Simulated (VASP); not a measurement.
# BaZrO3: single point with PBE

The system is BaZrO3.

```xyz
5
Lattice="4.1592 0.0000 0.0000 0.0000 4.1592 0.0000 0.0000 0.0000 4.1592" Properties=species:S:1:pos:R:3 pbc="T T T"
Ba    0.0000    0.0000    0.0000
Zr    2.0796    2.0796    2.0796
O     0.0000    2.0796    2.0796
O     2.0796    0.0000    2.0796
O     2.0796    2.0796    0.0000
```

```json
{
 "Program": "VASP 6.6.1",
 "Task": "single point",
 "Functional": "PBE",
 "Potentials or basis": "VASP PAW PBE potentials, release 64 (Ba_sv, Zr_sv, O_h)",
 "Cutoff": "910 eV",
 "k mesh": "4 × 4 × 4",
 "Occupations": "gaussian, width 0.1 eV",
 "Spin": "no spin polarisation",
 "Dipole correction": "no",
 "Second run": "hard_potentials",
 "Further INCAR settings": "ALGO = Normal; EDIFF = 1e-06; NBANDS = 28"
}
```

```yaml
Pressure: 9.0 GPa
Band_gap_on_the_k_mesh: 3.24 eV, indirect (least direct gap 3.43 eV)
```

Levels at points of the mesh, in eV from the valence-band top:
| k point | band 17 | band 18 | band 19 | band 20 | band 21 | band 22 | band 23 | band 24 |
| --- | --- | --- | --- | --- | --- | --- | --- | --- |
| (0.00, 0.00, 0.00) | -1.02 | -0.19 | -0.19 | -0.19 | 3.24 | 3.24 | 3.24 | 4.68 |
| (0.50, 0.00, 0.00) | -1.76 | -1.74 | -0.41 | -0.41 | 3.71 | 5.86 | 5.86 | 6.52 |
| (0.50, 0.50, 0.00) | -0.93 | -0.93 | -0.72 | -0.08 | 5.83 | 5.83 | 6.59 | 6.64 |
| (0.50, 0.50, 0.50) | -2.55 | 0.00 | 0.00 | 0.00 | 6.07 | 6.07 | 6.07 | 7.20 |

It took 60 s on 1 thread of Intel(R) Xeon(R) Platinum 8488C (Sapphire Rapids) (shared host), peak memory 0.27 GiB.

Caveat: the cutoff is under 1.25 times the usual one of these potentials, so pressure, stress and relaxed cells hold a basis-set (Pulay) error; spin-orbit coupling is left out, which moves the levels of the heavy elements. A k mesh can miss the band edges.
